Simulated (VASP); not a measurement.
A run of VASP 6.6.1 is set up as follows.

INCAR

```
SYSTEM = ScSi4O
  PREC = Accurate
  ENCUT = 520
  EDIFF = 1E-7
  ISMEAR = 0
  SIGMA = 0.1
  LREAL = .FALSE.
  LASPH = .TRUE.
  NELM = 100
  ALGO = Normal
  ISIF = 2
  LWAVE = .FALSE.
  LCHARG = .FALSE.
  GGA = PE
  NBANDS = 26
```

File KPOINTS:

```
regular mesh
0
G
  6 6 4
  0 0 0
```

POSCAR

```
ScSi4O
1.0
    4.7745712844     -0.0000000034      0.0000000000
   -2.3872856392      4.1349000262      0.0000000000
    0.0000000000      0.0000000000      4.7003196523
Sc Si O
1 4 1
Direct
    0.0000000000      0.0000000000      0.5000000000
    0.3333333333      0.6666666667      0.0000000000
    0.6666666667      0.3333333333      0.0000000000
    0.3333333333      0.6666666667      0.5000000000
    0.6666666667      0.3333333333      0.5000000000
    0.0000000000      0.0000000000      0.0000000000
```

Potentials or basis: VASP PAW PBE potentials, release 64 (Sc_sv, Si, O).

Run with:

```sh
$ cat potpaw_PBE.64/Sc_sv/POTCAR potpaw_PBE.64/Si/POTCAR potpaw_PBE.64/O/POTCAR > POTCAR
$ mpirun -np 1 vasp_std > vasp.out
```

Q: Estimate the pressure.

A: 0.0 GPa.

Q: Predict the band gap on the k mesh.

A: Zero (an odd number of electrons rules out a gap without spin polarisation).

Caveat: an odd number of electrons without spin polarisation forces a metal; a magnetic or distorted state may lie lower.
